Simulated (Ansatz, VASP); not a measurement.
**One calculation of Cl, two programs**

```xyz
2
Lattice="5.0394 0.0000 0.0000 0.0000 5.0394 0.0000 0.0000 0.0000 23.3451" Properties=species:S:1:pos:R:3 pbc="T T T"
Cl   -1.2523    2.5428   15.2909
Cl   -1.2595    0.0230   15.2922
```

Alike in both runs: task single point; functional PBE; dispersion D3(BJ); k mesh 4 × 4 × 1; occupations gaussian, width 0.1 eV; no spin polarisation.

|  | VASP | Ansatz |
| --- | --- | --- |
| version | VASP 6.6.1 | Ansatz 0.2.0 |
| potentials or method | VASP PAW PBE potentials, release 64 (Cl), cutoff 520 eV | scalar-relativistic, plane waves, PAW |
| valence electrons in the cell | 14 | 14 |

VASP gave:

- gap on the k mesh at the Fermi level (eV): none
- rms of the force components (eV/Å): 0.005

Q: Estimate Ansatz's values.

A: gap on the k mesh at the Fermi level (eV): none; rms of the force components (eV/Å): 0.004.

Atom by atom the forces differ by 0.000 eV/Å (rms over components). A gap of «none» marks a metal or a gap that the smearing closes.
